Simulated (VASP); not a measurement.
Runs of VASP 6.6.1 on Ni3Ge. The structure is that of space group Pm-3m (No. 221), or close to it. The cells are those of the table. 

| level | spin | cell | k mesh | smearing | gap on the mesh (eV) | pressure (GPa) |
| --- | --- | --- | --- | --- | --- | --- |
| r2SCAN+rVV10 | off | a = 3.521 Å, 4 atoms | 12 × 12 × 12 | gaussian 0.1 eV | none | 0.5 |
| r2SCAN+D4 | off | a = 3.521 Å, 4 atoms | 12 × 12 × 12 | gaussian 0.1 eV | none | 0.3 |
| r2SCAN+D3(BJ) | off | a = 3.514 Å, 4 atoms | 12 × 12 × 12 | gaussian 0.1 eV | none | (a) |
| r2SCAN | off | a = 3.530 Å, 4 atoms | 12 × 12 × 12 | gaussian 0.1 eV | none | 0.8 |
| r2SCAN | off | a = 3.533 Å, 4 atoms | 6 × 6 × 6 | gaussian 0.1 eV | none | 0.3 |
| r2SCAN | non-collinear, zero start, SOC | a = 3.530 Å, 4 atoms | 12 × 12 × 12 | gaussian 0.1 eV | - | 0.9 |
| r2SCAN | off | a = 3.530 Å, 4 atoms | 12 × 12 × 12 | gaussian 0.3 eV | none | 0.9 |
| r2SCAN+D3(BJ) | off | a = 3.523 Å, 4 atoms | 12 × 12 × 12 | gaussian 0.1 eV | none | -1.3 |

Alike in all rows: task single point; potentials or basis VASP PAW PBE potentials, release 64 (Ni, Ge_d); cutoff (eV) 520.

Task: Fill in the values left out.

Result: (a) 0.4.

Caveats: the PAW data sets were made with another functional, which shifts forces and pressure a little; so wide a smearing shifts energies and pressures (at least some runs); three body term missing (at least some runs).

A k mesh can miss the band edges, and rows without SOC leave out spin-orbit coupling on Ge.

A gap of «none» marks levels without a gap at the run's occupations.
